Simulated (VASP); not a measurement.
# MgO (P4/mmm) in VASP: settings compared

The runs below take MgO through single point, with PBE, PBE+D4.

Everything below comes from runs of VASP 6.6.1. Logs are shortened: lines on timing, memory, paths and dates and some standing lists are left out, and cuts for length are marked.

## 1. The cell of the first run

The structure is tetragonal, space group P4/mmm (No. 123). Conventional cell: a = 2.829 Å, b = 2.829 Å, c = 5.073 Å, α = 90.00°, β = 90.00°, γ = 90.00°. Mg (site symmetry 4/mmm) has 4 O at 2.00 Å within 2.7 Å. O (site symmetry 4/mmm) has 4 Mg at 2.00 Å within 2.7 Å.

## 2. Single point, PBE

Input file INCAR:

```
PREC = Accurate
ENCUT = 520
EDIFF = 1E-6
ISMEAR = 0
SIGMA = 0.02
LREAL = False
LASPH = True
NELM = 60
ALGO = Normal
ISIF = 2
LWAVE = False
LCHARG = True
GGA = PE
LELF = True
LVHAR = True
NBANDS = 11
```

Input file KPOINTS:

```
Automatic mesh
0
Gamma
  10 10 6
```

Input file POSCAR:

```
MgO
1.0
    2.8288799266      0.0000000000      0.0000000000
    0.0000000000      2.8288799266      0.0000000000
    0.0000000000      0.0000000000      5.0728982557
Mg O
1 1
Direct
    0.0000000000      0.0000000000      0.0000000000
    0.5000000000      0.5000000000      0.0000000000
```

Potentials or basis: VASP PAW PBE potentials, release 64 (Mg, O).

Launch:

```sh
cat potpaw_PBE.64/Mg/POTCAR potpaw_PBE.64/O/POTCAR > POTCAR
mpirun -np 1 vasp_std > vasp.out
```

OUTCAR:

```text
PREC = Accurate
   ENCUT = 520
   EDIFF = 1E-6
   ISMEAR = 0
   LREAL = False
   LASPH = True
   NELM = 60
   ISIF = 2
   GGA = PE

 ion  position               nearest neighbor table
   1  0.000  0.000  0.000-   2 2.00   2 2.00   2 2.00   2 2.00
   2  0.500  0.500  0.000-   1 2.00   1 2.00   1 2.00   1 2.00

  LATTYP: Found a simple tetragonal cell.
 ALAT       =     2.8288799266
 C/A-ratio  =     1.7932532972

  Lattice vectors:

 A1 = (   2.8288799266,   0.0000000000,   0.0000000000)
 A2 = (   0.0000000000,   2.8288799266,   0.0000000000)
 A3 = (   0.0000000000,   0.0000000000,   5.0728982557)

Analysis of symmetry for initial positions (statically):
=====================================================================
 Subroutine PRICEL returns:
 Original cell was already a primitive cell.

 Routine SETGRP: Setting up the symmetry group for a
 simple tetragonal supercell.

 Subroutine GETGRP returns: Found 16 space group operations
 (whereof 16 operations were pure point group operations)
 out of a pool of 16 trial point group operations.

The static configuration has the point symmetry D_4h.

Analysis of symmetry for dynamics (positions and initial velocities):
=====================================================================
 Subroutine PRICEL returns:
 Original cell was already a primitive cell.

 Routine SETGRP: Setting up the symmetry group for a
 simple tetragonal supercell.

 Subroutine GETGRP returns: Found 16 space group operations
 (whereof 16 operations were pure point group operations)
 out of a pool of 16 trial point group operations.

The dynamic configuration has the point symmetry D_4h.

 Subroutine INISYM returns: Found 16 space group operations
 (whereof 16 operations are pure point group operations),
 and found     1 'primitive' translations

----------------------------------------------------------------------------------------

                                     Primitive cell

  volume of cell :      40.5962

  direct lattice vectors                    reciprocal lattice vectors
     2.828879927  0.000000000  0.000000000     0.353496799  0.000000000  0.000000000
     0.000000000  2.828879927  0.000000000     0.000000000  0.353496799  0.000000000
     0.000000000  0.000000000  5.072898256     0.000000000  0.000000000  0.197125972

  length of vectors
     2.828879927  2.828879927  5.072898256     0.353496799  0.353496799  0.197125972

  position of ions in fractional coordinates (direct lattice)
     0.000000000  0.000000000  0.000000000
     0.500000000  0.500000000  0.000000000

  ion indices of the primitive-cell ions
   primitive index   ion index
                 1           1
                 2           2

----------------------------------------------------------------------------------------

 KPOINTS: Automatic mesh

Automatic generation of k-mesh.
 Grid dimensions read from file:
 generate k-points for:   10   10    6

 Generating k-lattice:

  Cartesian coordinates                     Fractional coordinates (reciprocal lattice)
     0.035349680  0.000000000  0.000000000     0.100000000  0.000000000  0.000000000
     0.000000000  0.035349680  0.000000000     0.000000000  0.100000000  0.000000000
     0.000000000  0.000000000  0.032854329     0.000000000  0.000000000  0.166666667

  Length of vectors
     0.035349680  0.035349680  0.032854329

  Shift w.r.t. Gamma in fractional coordinates (k-lattice)
     0.000000000  0.000000000  0.000000000

 Subroutine IBZKPT returns following result:
 ===========================================

 Found     84 irreducible k-points:

 Following reciprocal coordinates:
            Coordinates               Weight
  0.000000  0.000000  0.000000      1.000000
  0.100000  0.000000  0.000000      4.000000
  0.200000  0.000000  0.000000      4.000000
  0.300000  0.000000  0.000000      4.000000
  0.400000  0.000000  0.000000      4.000000
  0.500000  0.000000  0.000000      2.000000
[... 16 lines left out ...]
  0.100000  0.000000  0.166667      8.000000
  0.200000  0.000000  0.166667      8.000000
 [... further k-points ...]
   k-points           NKPTS =     84   k-points in BZ     NKDIM =     84   number of bands    NBANDS=     11
   number of dos      NEDOS =    301   number of ions     NIONS =      2
   total plane-waves  NPLWV =  23040
   dimension x,y,z NGX =    24 NGY =   24 NGZ =   40
   dimension x,y,z NGXF=    48 NGYF=   48 NGZF=   80
   ions per type =               1   1
   NGX,Y,Z   is equivalent  to a cutoff of  14.10, 14.10, 13.11 a.u.
   NGXF,Y,Z  is equivalent  to a cutoff of  28.21, 28.21, 26.22 a.u.
 SYSTEM =  unknown system
   PREC   = accura    normal or accurate (medium, high low for compatibility)
   ISTART =      0    job   : 0-new  1-cont  2-samecut
   ICHARG =      2    charge: 1-file 2-atom 10-const
   ISPIN  =      1    spin polarized calculation?
   LNONCOLLINEAR =      F non collinear calculations
   LSORBIT =      F    spin-orbit coupling
   LASPH  =      T    aspherical Exc in radial PAW
   ENCUT  =  520.0 eV  38.22 Ry    6.18 a.u.   5.26  5.26  9.43*2*pi/ulx,y,z
   NELM   =     60;   NELMIN=  2; NELMDL= -5     # of ELM steps
   EDIFF  = 0.1E-05   stopping-criterion for ELM
   LREAL  =      F    real-space projection
   EDIFFG = 0.1E-04   stopping-criterion for IOM
   NSW    =      0    number of steps for IOM
   IBRION =     -1    ionic relax: 0-MD 1-quasi-New 2-CG
   NFREE  =      0    steps in history (QN), initial steepest desc. (CG)
   ISIF   =      2    stress and relaxation
   ISYM   =      2    0-nonsym 1-usesym 2-fastsym
   POTIM  = 0.5000    time-step for ionic-motion
   TEBEG  =    0.0;   TEEND  =   0.0 temperature during run
   PSTRESS=    0.0 pullay stress
   NELECT =       8.0000    total number of electrons
   NUPDOWN=      -1.0000    fix difference up-down
   EMIN   =  10.00;   EMAX   =-10.00  energy-range for DOS
   EFERMI =   0.00;   METHOD = LEGACY
   ISMEAR =     0;   SIGMA  =   0.02  broadening in eV -4-tet -1-fermi 0-gaus
   EFERMI_NEDOS =   21; number of points for ismear=-14 and -15
   IALGO  =     38    algorithm
   IMIX   =      4    mixing-type and parameters
     AMIX     =   0.40;   BMIX     =  1.00
     AMIX_MAG =   1.60;   BMIX_MAG =  1.00
  volume/ion in A,a.u.               =      20.30       136.98
  Fermi-wavevector in a.u.,A,eV,Ry     =   0.952671  1.800288 12.348412  0.907583
  Thomas-Fermi vector in A             =   2.081256
   LORBIT       =      0    0 simple, 1 ext, 2 COOP (PROOUT), +10 PAW based schemes
   GGA     = PE    functional components
   LHFCALC =     F    Hartree Fock is set to
   AEXX    =    0.0000 exact exchange contribution
   IVDW    =     0    specifies the selected vdW correction
   LEPSILON=     F    determine dielectric tensor
   LRPA    =     F    only Hartree local field effects (RPA)
 non-spin polarized calculation
 Gauss-broadening in eV      SIGMA  =   0.02
  energy-cutoff  :      520.00
  volume of cell :       40.60
 maximum number of plane-waves:      1122
 NGX is ok and might be reduce to    24
   NGX = 11   NGY = 11   NGZ = 19

 number of electron       8.0000004 magnetization

 Free energy of the ion-electron system (eV)
  ---------------------------------------------------
  ext. energy  EPLUGINS =         0.00000000
  ---------------------------------------------------
  free energy    TOTEN  =       -11.10136657 eV

  energy without entropy =      -11.10136657  energy(sigma->0) =      -11.10136657

 E-fermi :  -0.9468     XC(G=0):  -6.8149

 val. band max:       -1.1188671619   @ k =   0.5000   0.5000   0.0000
 cond. band min:       1.1444992075   @ k =   0.0000   0.0000   0.0000
 fundamental gap:      2.2633663695
 Fermi energy:        -0.9468349218

 k-point     1 :       0.0000    0.0000    0.0000
  band No.  band energies     occupation
      1     -17.4132      2.00000
      2      -2.8841      2.00000
      3      -1.3607      2.00000
      4      -1.3607      2.00000
      5       1.1445      0.00000
      6       7.2682      0.00000
      7       8.5252      0.00000
      8      11.1550      0.00000
      9      18.7217      0.00000
     10      18.7219      0.00000
     11      18.9531      0.00000

 k-point     2 :       0.1000    0.0000    0.0000
  band No.  band energies     occupation
      1     -17.3509      2.00000
      2      -2.8037      2.00000
      3      -1.8398      2.00000
      4      -1.3596      2.00000
      5       1.4561      0.00000
      6       7.2582      0.00000
      7       8.8169      0.00000
      8      11.3419      0.00000
      9      16.8980      0.00000
     10      16.9183      0.00000
     11      18.8951      0.00000

 k-point     3 :       0.2000    0.0000    0.0000
  band No.  band energies     occupation
      1     -17.1815      2.00000
      2      -2.8481      2.00000
      3      -2.5819      2.00000
      4      -1.3567      2.00000
      5       2.1704      0.00000
      6       7.2042      0.00000
      7       9.5338      0.00000
      8      11.3106      0.00000
      9      14.7652      0.00000
     10      15.1039      0.00000
     11      18.6774      0.00000

 k-point     4 :       0.3000    0.0000    0.0000
  band No.  band energies     occupation
      1     -16.9589      2.00000
      2      -3.8730      2.00000
      3      -2.2815      2.00000
      4      -1.3532      2.00000
      5       3.1663      0.00000
      6       7.0602      0.00000
      7       9.8938      0.00000
      8      10.4701      0.00000
      9      13.1869      0.00000
     10      14.8168      0.00000
     11      18.3197      0.00000
[... 239 lines left out ...]
 k-point    22 :       0.0000    0.0000    0.1667
  band No.  band energies     occupation
      1     -17.4125      2.00000
      2      -2.9824      2.00000
      3      -1.3603      2.00000
      4      -1.3603      2.00000
      5       1.4795      0.00000
      6       6.2630      0.00000
      7       9.5999      0.00000
      8      11.1748      0.00000
      9      17.5909      0.00000
     10      18.1581      0.00000
     11      18.1581      0.00000

 k-point    23 :       0.1000    0.0000    0.1667
  band No.  band energies     occupation
      1     -17.3499      2.00000
      2      -2.8975      2.00000
      3      -1.8305      2.00000
      4      -1.3592      2.00000
      5       1.7718      0.00000
      6       6.3710      0.00000
      7       9.7681      0.00000
      8      11.3717      0.00000
      9      16.0566      0.00000
     10      17.6026      0.00000
     11      18.1235      0.00000

 k-point    24 :       0.2000    0.0000    0.1667
  band No.  band energies     occupation
      1     -17.1807      2.00000
      2      -2.8473      2.00000
      3      -2.6498      2.00000
      4      -1.3564      2.00000
      5       2.4473      0.00000
      6       6.5860      0.00000
      7      10.1671      0.00000
      8      11.3788      0.00000
      9      14.0948      0.00000
     10      15.8964      0.00000
     11      18.4299      0.00000

 [... further k-points ...]
[... 5 lines left out ...]
  --------------------------------------------------------------------------------------
  -------------------------------------------------------------------------------------
  Total       -0.0685121     -0.0685121     -0.0136633      0.0000000      0.0000000      0.0000000
  in kB       -2.7039145     -2.7039145     -0.5392401      0.0000000      0.0000000      0.0000000
  external PRESSURE =      -1.9823564 kB  Pullay stress =       0.0000000 kB

 VOLUME and BASIS-vectors are now :
 -----------------------------------------------------------------------------
  energy-cutoff  :      520.00
  volume of cell :       40.60
      direct lattice vectors                 reciprocal lattice vectors
     2.828879927  0.000000000  0.000000000     0.353496799  0.000000000  0.000000000
     0.000000000  2.828879927  0.000000000     0.000000000  0.353496799  0.000000000
     0.000000000  0.000000000  5.072898256     0.000000000  0.000000000  0.197125972

 POSITION                                       TOTAL-FORCE (eV/Angst)
 -----------------------------------------------------------------------------------
      0.00000      0.00000      0.00000         0.000000      0.000000      0.000000
      1.41444      1.41444      0.00000         0.000000      0.000000      0.000000
 -----------------------------------------------------------------------------------
    total drift:                                0.000000     -0.000000     -0.000000

  FREE ENERGIE OF THE ION-ELECTRON SYSTEM (eV)
  ---------------------------------------------------
  free  energy   TOTEN  =       -11.1013665746 eV

  energy  without entropy=      -11.1013665746  energy(sigma->0) =      -11.10136657
```

Run time: 15 s. Hardware: 1 thread of Intel Xeon Platinum 8559C (Emerald Rapids), shared host; peak memory 0.18 GiB.

Results:

- Free energy: -11.1014 eV
- Pressure: -0.2 GPa
- Band gap on the k mesh: 2.26 eV, indirect (least direct gap 2.51 eV)

Stress tensor (GPa, compression positive):
```
-0.27  0.00  0.00
 0.00 -0.27  0.00
 0.00  0.00 -0.05
```

(Continued in part 2 of 2.)
